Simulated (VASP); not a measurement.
# TaN (CsCl type) (Pm-3m) in VASP: relaxation of cell and atoms with PBE

Aim: the relaxation of cell and atoms of TaN (CsCl type) with PBE.

All numbers are computed with VASP 6.6.1; they aren't measurements. Logs are shortened: lines on timing, memory, paths and dates and some standing lists are left out, and cuts for length are marked.

## 1. The cell of the first run

The structure is cubic, space group Pm-3m (No. 221). The conventional cell has a = 2.750 Å, b = 2.750 Å, c = 2.750 Å, α = 90.00°, β = 90.00°, γ = 90.00°. Ta (site symmetry m-3m) has 8 N at 2.38 Å and 6 Ta at 2.75 Å within 3.1 Å. Within 3.1 Å of N (site symmetry m-3m) lie 8 Ta at 2.38 Å and 6 N at 2.75 Å.

## 2. Relaxation of cell and atoms, PBE, target pressure -0.091 GPa, at which the enthalpy is minimised

The input, INCAR:

```
PREC = Accurate
ENCUT = 600
EDIFF = 1E-6
ISMEAR = -1
SIGMA = 0.08
LREAL = F
LASPH = T
NELM = 60
ALGO = Normal
ISIF = 3
LWAVE = F
LCHARG = F
GGA = PE
IBRION = 2
NSW = 32
EDIFFG = -0.005
PSTRESS = -0.9099999999999999
```

The input, KPOINTS:

```
Automatic mesh
0
Gamma
  14 14 14
```

The input, POSCAR:

```
TaN
1.0
    2.7501471921      0.0000000000      0.0000000000
    0.0000000000      2.7501471921      0.0000000000
    0.0000000000      0.0000000000      2.7501471921
Ta N
1 1
Direct
    0.0000000000      0.0000000000      0.0000000000
    0.5000000000      0.5000000000      0.5000000000
```

Potentials or basis: VASP PAW PBE potentials, release 64 (Ta_pv, N).

Run with:

```sh
cat potpaw_PBE.64/Ta_pv/POTCAR potpaw_PBE.64/N/POTCAR > POTCAR
mpirun -np 1 vasp_std > vasp.out
```

OUTCAR:

```text
PREC = Accurate
   ENCUT = 600
   EDIFF = 1E-6
   ISMEAR = -1
   LREAL = F
   LASPH = T
   NELM = 60
   ISIF = 3
   GGA = PE
   IBRION = 2
   NSW = 32
   EDIFFG = -0.005
   PSTRESS = -0.9099999999999999

 ion  position               nearest neighbor table
   1  0.000  0.000  0.000-   2 2.38   2 2.38   2 2.38   2 2.38   2 2.38   2 2.38   2 2.38   2 2.38

   2  0.500  0.500  0.500-   1 2.38   1 2.38   1 2.38   1 2.38   1 2.38   1 2.38   1 2.38   1 2.38

  LATTYP: Found a simple cubic cell.
 ALAT       =     2.7501471921

  Lattice vectors:

 A1 = (   2.7501471921,   0.0000000000,   0.0000000000)
 A2 = (   0.0000000000,   2.7501471921,   0.0000000000)
 A3 = (   0.0000000000,   0.0000000000,   2.7501471921)

Analysis of symmetry for initial positions (statically):
=====================================================================
 Subroutine PRICEL returns:
 Original cell was already a primitive cell.

 Routine SETGRP: Setting up the symmetry group for a
 simple cubic supercell.

 Subroutine GETGRP returns: Found 48 space group operations
 (whereof 48 operations were pure point group operations)
 out of a pool of 48 trial point group operations.

The static configuration has the point symmetry O_h .

Analysis of symmetry for dynamics (positions and initial velocities):
=====================================================================
 Subroutine PRICEL returns:
 Original cell was already a primitive cell.

 Routine SETGRP: Setting up the symmetry group for a
 simple cubic supercell.

 Subroutine GETGRP returns: Found 48 space group operations
 (whereof 48 operations were pure point group operations)
 out of a pool of 48 trial point group operations.

The dynamic configuration has the point symmetry O_h .

 Subroutine INISYM returns: Found 48 space group operations
 (whereof 48 operations are pure point group operations),
 and found     1 'primitive' translations

----------------------------------------------------------------------------------------

                                     Primitive cell

  volume of cell :      20.8002

  direct lattice vectors                    reciprocal lattice vectors
     2.750147192  0.000000000  0.000000000     0.363616901  0.000000000  0.000000000
     0.000000000  2.750147192  0.000000000     0.000000000  0.363616901  0.000000000
     0.000000000  0.000000000  2.750147192     0.000000000  0.000000000  0.363616901

  length of vectors
     2.750147192  2.750147192  2.750147192     0.363616901  0.363616901  0.363616901

  position of ions in fractional coordinates (direct lattice)
     0.000000000  0.000000000  0.000000000
     0.500000000  0.500000000  0.500000000

  ion indices of the primitive-cell ions
   primitive index   ion index
                 1           1
                 2           2

----------------------------------------------------------------------------------------

 KPOINTS: Automatic mesh

Automatic generation of k-mesh.
 Grid dimensions read from file:
 generate k-points for:   14   14   14

 Generating k-lattice:

  Cartesian coordinates                     Fractional coordinates (reciprocal lattice)
     0.025972636  0.000000000  0.000000000     0.071428571  0.000000000  0.000000000
     0.000000000  0.025972636  0.000000000     0.000000000  0.071428571  0.000000000
     0.000000000  0.000000000  0.025972636     0.000000000  0.000000000  0.071428571

  Length of vectors
     0.025972636  0.025972636  0.025972636

  Shift w.r.t. Gamma in fractional coordinates (k-lattice)
     0.000000000  0.000000000  0.000000000

 Subroutine IBZKPT returns following result:
 ===========================================

 Found    120 irreducible k-points:

 Following reciprocal coordinates:
            Coordinates               Weight
  0.000000  0.000000  0.000000      1.000000
  0.071429  0.000000  0.000000      6.000000
  0.142857  0.000000  0.000000      6.000000
  0.214286  0.000000  0.000000      6.000000
  0.285714  0.000000  0.000000      6.000000
  0.357143  0.000000  0.000000      6.000000
[... 16 lines left out ...]
  0.285714  0.214286  0.000000     24.000000
  0.357143  0.214286  0.000000     24.000000
 [... further k-points ...]
   k-points           NKPTS =    120   k-points in BZ     NKDIM =    120   number of bands    NBANDS=     12
   number of dos      NEDOS =    301   number of ions     NIONS =      2
   total plane-waves  NPLWV =  13824
   dimension x,y,z NGX =    24 NGY =   24 NGZ =   24
   dimension x,y,z NGXF=    48 NGYF=   48 NGZF=   48
   ions per type =               1   1
   NGX,Y,Z   is equivalent  to a cutoff of  14.51, 14.51, 14.51 a.u.
   NGXF,Y,Z  is equivalent  to a cutoff of  29.02, 29.02, 29.02 a.u.
 SYSTEM =  unknown system
   PREC   = accura    normal or accurate (medium, high low for compatibility)
   ISTART =      0    job   : 0-new  1-cont  2-samecut
   ICHARG =      2    charge: 1-file 2-atom 10-const
   ISPIN  =      1    spin polarized calculation?
   LNONCOLLINEAR =      F non collinear calculations
   LSORBIT =      F    spin-orbit coupling
   LASPH  =      T    aspherical Exc in radial PAW
   ENCUT  =  600.0 eV  44.10 Ry    6.64 a.u.   5.49  5.49  5.49*2*pi/ulx,y,z
   NELM   =     60;   NELMIN=  2; NELMDL= -5     # of ELM steps
   EDIFF  = 0.1E-05   stopping-criterion for ELM
   LREAL  =      F    real-space projection
   EDIFFG = -.5E-02   stopping-criterion for IOM
   NSW    =     32    number of steps for IOM
   IBRION =      2    ionic relax: 0-MD 1-quasi-New 2-CG
   NFREE  =      1    steps in history (QN), initial steepest desc. (CG)
   ISIF   =      3    stress and relaxation
   ISYM   =      2    0-nonsym 1-usesym 2-fastsym
   POTIM  = 0.5000    time-step for ionic-motion
   TEBEG  =    0.0;   TEEND  =   0.0 temperature during run
   PSTRESS=   -0.9 pullay stress
   NELECT =      16.0000    total number of electrons
   NUPDOWN=      -1.0000    fix difference up-down
   EMIN   =  10.00;   EMAX   =-10.00  energy-range for DOS
   EFERMI =   0.00;   METHOD = LEGACY
   ISMEAR =    -1;   SIGMA  =   0.08  broadening in eV -4-tet -1-fermi 0-gaus
   EFERMI_NEDOS =   21; number of points for ismear=-14 and -15
   IALGO  =     38    algorithm
   IMIX   =      4    mixing-type and parameters
     AMIX     =   0.40;   BMIX     =  1.00
     AMIX_MAG =   1.60;   BMIX_MAG =  1.00
  volume/ion in A,a.u.               =      10.40        70.18
  Fermi-wavevector in a.u.,A,eV,Ry     =   1.500003  2.834595 30.613244  2.250010
  Thomas-Fermi vector in A             =   2.611560
   LORBIT       =      0    0 simple, 1 ext, 2 COOP (PROOUT), +10 PAW based schemes
   GGA     = PE    functional components
   LHFCALC =     F    Hartree Fock is set to
   AEXX    =    0.0000 exact exchange contribution
   IVDW    =     0    specifies the selected vdW correction
   LEPSILON=     F    determine dielectric tensor
   LRPA    =     F    only Hartree local field effects (RPA)
 conjugate gradient relaxation of ions
 non-spin polarized calculation
  energy-cutoff  :      600.00
  volume of cell :       20.80
 maximum number of plane-waves:       739
 NGX is ok and might be reduce to    24
   NGX = 11   NGY = 11   NGZ = 11

--------------------------------------- Ionic step        1  -------------------------------------------

 number of electron      16.0000001 magnetization

 Free energy of the ion-electron system (eV)
  ---------------------------------------------------
  ext. energy  EPLUGINS =         0.00000000
  ---------------------------------------------------
  free energy    TOTEN  =       -20.86850382 eV

  energy without entropy =      -20.86551832  energy(sigma->0) =      -20.86701107

------------------------ aborting loop because EDIFF is reached ----------------------------------------

  FORCE on cell =-STRESS in cart. coord.  units (eV):
  Direction    XX          YY          ZZ          XY          YZ          ZX
  --------------------------------------------------------------------------------------
  -------------------------------------------------------------------------------------
  Total        0.0665938      0.0665938      0.0665938     -0.0000000     -0.0000000     -0.0000000
  in kB        5.1295166      5.1295166      5.1295166     -0.0000000     -0.0000000     -0.0000000
  external PRESSURE =       6.0395166 kB  Pullay stress =      -0.9100000 kB
[... 61 lines left out ...]
  enthalpy is  TOTEN    =       -20.8800945408 eV   P V=       -0.0118812037

--------------------------------------- Ionic step        3  -------------------------------------------

 number of electron      16.0000001 magnetization

 Free energy of the ion-electron system (eV)
  ---------------------------------------------------
  ext. energy  EPLUGINS =         0.00000000
  ---------------------------------------------------
  free energy    TOTEN  =       -20.86855344 eV

  energy without entropy =      -20.86555034  energy(sigma->0) =      -20.86705189

 E-fermi :   9.2948     XC(G=0): -13.6116

 val. band max:        9.1473784249   @ k =   0.2143   0.2143   0.0714
 cond. band min:       9.3403905670   @ k =   0.2857   0.2143   0.2143
 fundamental gap:      0.1930121422
 Fermi energy:         9.2947710628

 k-point     1 :       0.0000    0.0000    0.0000
  band No.  band energies     occupation
      1     -25.9855      2.00000
      2     -25.9855      2.00000
      3     -25.9855      2.00000
      4      -9.0024      2.00000
      5       4.4757      2.00000
      6       4.4758      2.00000
      7       6.5655      2.00000
      8       6.5655      2.00000
      9       6.5655      2.00000
     10      11.4298      0.00000
     11      13.1153      0.00000
     12      13.1154      0.00000
[... 331 lines left out ...]
 k-point    24 :       0.3571    0.2143    0.0000
  band No.  band energies     occupation
      1     -26.9353      2.00000
      2     -26.3622      2.00000
      3     -25.8454      2.00000
      4      -6.8776      2.00000
      5       1.1433      2.00000
      6       3.9314      2.00000
      7       5.4854      2.00000
      8       6.6390      2.00000
      9      11.4983      0.00000
     10      11.5884      0.00000
     11      11.8464      0.00000
     12      13.6643      0.00000

 [... further k-points ...]

------------------------ aborting loop because EDIFF is reached ----------------------------------------

  FORCE on cell =-STRESS in cart. coord.  units (eV):
  Direction    XX          YY          ZZ          XY          YZ          ZX
  --------------------------------------------------------------------------------------
  -------------------------------------------------------------------------------------
  Total       -0.0095682     -0.0095682     -0.0095682      0.0000000     -0.0000000      0.0000000
  in kB       -0.7356565     -0.7356565     -0.7356565      0.0000000     -0.0000000      0.0000000
  external PRESSURE =       0.1743435 kB  Pullay stress =      -0.9100000 kB
[... 17 lines left out ...]
  FREE ENERGIE OF THE ION-ELECTRON SYSTEM (eV)
  ---------------------------------------------------
  free  energy   TOTEN  =       -20.8685534352 eV

  energy  without entropy=      -20.8655503394  energy(sigma->0) =      -20.86705189

  enthalpy is  TOTEN    =       -20.8803891639 eV   P V=       -0.0118357287

 reached required accuracy - stopping structural energy minimisation
```

It took 65 s on 1 thread of Intel Xeon 8259CL, shared host; peak memory 0.18 GiB.

What came out:

| Quantity | Value |
| --- | --- |
| Free energy | -20.8686 eV |
| Relaxed volume | 10.42 Å³/atom |
| Relaxed cell | a = 2.752 Å, b = 2.752 Å, c = 2.752 Å, α = 90.00°, β = 90.00°, γ = 90.00° |
| Space group after relaxing (to 0.1 Å) | Pm-3m (No. 221) |
| Energy change on relaxing (the run minimises the enthalpy) | -0.0 meV/atom |
| Ionic steps | 3 |
| Pressure after relaxing | -0.1 GPa |
| Band gap on the k mesh | zero (bands 8 and 9 overlap by 8.73 eV) |

Final structure:
```
CELL_PARAMETERS angstrom
2.75183 0.00000 0.00000
0.00000 2.75183 0.00000
0.00000 0.00000 2.75183
ATOMIC_POSITIONS crystal
Ta 0.00000 0.00000 0.00000
N 0.50000 0.50000 0.50000
```

Caveat: the cell is relaxed towards a set pressure, so the run minimises the enthalpy, not the energy; spin-orbit coupling is left out, which moves the levels of the heavy elements.

The gap in the log of VASP goes by the Fermi energy; the results here count the filled bands.